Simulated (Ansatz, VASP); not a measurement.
**Two plane-wave programs on LiH**

```
Li H
1.0
     2.78011    0.00000    0.00000
    -1.39006    2.40765    0.00000
     0.00000    0.00000    4.88519
Li H
2 2
Direct
  0.00000 0.00000 0.00000
  0.00000 0.00000 0.50000
  0.66667 0.33333 0.25000
  0.33333 0.66667 0.75000
```

Change from the starting cell: the structure that the rattled cell fell into.

Alike in both runs: functional PBE; k mesh 12 × 12 × 6; occupations gaussian, width 0.02 eV; no spin polarisation.

Ansatz relaxed the structure, and its values are those at the end. VASP's run is a single point on that final structure, the one shown.

|  | VASP | Ansatz |
| --- | --- | --- |
| version | VASP 6.6.1 | Ansatz 0.2.0 |
| potentials or method | VASP PAW PBE potentials, release 64 (Li_sv, H), cutoff 520 eV | scalar-relativistic, plane waves, PAW |
| valence electrons in the cell | 8 | 8 |

```tsv
	VASP	Ansatz	Ansatz less VASP
gap on the k mesh at the Fermi level (eV)	4.36	4.35	-0.003
least direct gap on the mesh (eV)	4.96	4.96	+0.006
```

With one functional, cell and mesh, what is left measures potentials, basis and numerics.

Noted on VASP's run: the cutoff is short for stress, so the pressure is rough.
